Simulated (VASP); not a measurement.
Wanted: the native input for a VASP 6.6.1 run.

```yaml
Task: single point
Functional: PBEsol
Potentials_or_basis: VASP PAW PBE potentials, release 64 (P)
Cutoff: 520 eV
k_mesh: 16 × 16 × 16
Occupations: fermi-dirac, width 0.1 eV
Spin: no spin polarisation
Dipole_correction: no
Further_INCAR_settings: ALGO = Normal; EDIFF = 1e-06; NBANDS = 8
```

The structure of P lies in POSCAR:

```
P
1.0
    0.0000000000      1.8306729223      1.8306729223
    1.8306729223      0.0000000000      1.8306729223
    1.8306729223      1.8306729223      0.0000000000
P
1
Direct
    0.0000000000      0.0000000000      0.0000000000
```

This cell differs from its parent crystal: volume scaled by 0.88.

These files were run (other wordings do the same):

INCAR

```
  PREC = Accurate
  ENCUT = 520
  EDIFF = 1E-6
  ISMEAR = -1
  SIGMA = 0.1
  LREAL = F
  LASPH = T
  NELM = 60
  ALGO = Normal
  ISIF = 2
  LWAVE = F
  LCHARG = F
  GGA = PS
  NBANDS = 8
```

KPOINTS

```
regular mesh
0
Gamma
  16 16 16
```

Potentials or basis: VASP PAW PBE potentials, release 64 (P).

Launch:

```console
$ cat potpaw_PBE.64/P/POTCAR > POTCAR
$ mpirun -np 1 vasp_std > vasp.out
```

Results of the run:

```yaml
Pressure: 17.9 GPa
```

Caveat: the PAW data sets were made with another functional, which shifts forces and pressure a little.

Wall time 6.8 s on 1 thread of Intel Xeon 6975P-C (shared host), peak memory 0.12 GiB.
